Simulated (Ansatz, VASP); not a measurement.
## Two plane-wave programs on SnO2

INCAR

```
PREC = Accurate
ENCUT = 520
EDIFF = 1E-6
ISMEAR = 0
SIGMA = 0.05
LREAL = False
LASPH = True
NELM = 80
ALGO = Normal
ISIF = 2
LWAVE = False
LCHARG = False
GGA = PE
IVDW = 12
NBANDS = 49
```

KPOINTS

```
regular mesh
0
Gamma
  9 9 2
```

POSCAR

```
SnO2
1.0
   -3.2372529198      0.0000000000      0.0000000000
   -1.6186264599     -2.8035432670      0.0000000000
   -1.9423517519     -1.1214173069     14.3754773976
Sn O
3 6
Direct
    0.4875415099      0.4875415099      0.4478128920
    0.9402955951     -0.0597044049      0.1492610123
    0.0347874246      0.0347874246      0.7463647718
    0.5793999456      0.5793999456      0.2181668027
    0.6738917751     -0.3261082249      0.8152705622
    0.1266458604      0.1266458604      0.5167186824
    0.3956830741      0.3956830741      0.6774589813
    0.8484371594     -0.1515628406      0.3789071016
    0.3011912446      0.3011912446      0.0803552219
```

Input for Ansatz:

```yaml
crystal:
  lattice:
    - [-3.2372529198, 0.0, 0.0]
    - [-1.6186264599, -2.803543267, 0.0]
    - [-1.9423517519, -1.1214173069, 14.3754773976]
  atoms:
    - { symbol: Sn, position: [0.4875415099, 0.4875415099, 0.447812892] }
    - { symbol: Sn, position: [0.9402955951, -0.0597044049, 0.1492610123] }
    - { symbol: Sn, position: [0.0347874246, 0.0347874246, 0.7463647718] }
    - { symbol: O, position: [0.5793999456, 0.5793999456, 0.2181668027] }
    - { symbol: O, position: [0.6738917751, -0.3261082249, 0.8152705622] }
    - { symbol: O, position: [0.1266458604, 0.1266458604, 0.5167186824] }
    - { symbol: O, position: [0.3956830741, 0.3956830741, 0.6774589813] }
    - { symbol: O, position: [0.8484371594, -0.1515628406, 0.3789071016] }
    - { symbol: O, position: [0.3011912446, 0.3011912446, 0.0803552219] }
basis:
  ecutwfc: 520.0
kpoints:
  mp_grid: { grid: [9, 9, 2] }
hamiltonian:
  xc: pbe
  pseudopotentials: { kind: paw, azcp: { folder: soft_1 } }
  dispersion: d3bj
scf:
  occupations: { method: gaussian, width: 0.05 }
output:
  forces: true
  stress: true
  eigenvalues: true
```

Alike in both runs: task single point; functional PBE; dispersion D3(BJ); k mesh 9 × 9 × 2; occupations gaussian, width 0.05 eV; no spin polarisation.

|  | VASP | Ansatz |
| --- | --- | --- |
| version | VASP 6.6.1 | Ansatz 0.2.0 |
| potentials or method | VASP PAW PBE potentials, release 64 (Sn_d, O), cutoff 520 eV | scalar-relativistic, plane waves, PAW |
| valence electrons in the cell | 78 | 78 |

VASP gave:

* gap on the k mesh at the Fermi level (eV): 1.86
* least direct gap on the mesh (eV): 1.99
* pressure (GPa): 0.3
* traceless stress, the component that is largest in VASP (GPa): -0.02
* rms of the force components (eV/Å): 0.082

**Question.** Estimate Ansatz's values.

**Answer.** gap on the k mesh at the Fermi level (eV): 1.88; least direct gap on the mesh (eV): 2.01; pressure (GPa): -0.3; traceless stress, the component that is largest in VASP (GPa): 0.38; rms of the force components (eV/Å): 0.065.

Atom by atom the forces differ by 0.026 eV/Å (rms over components).
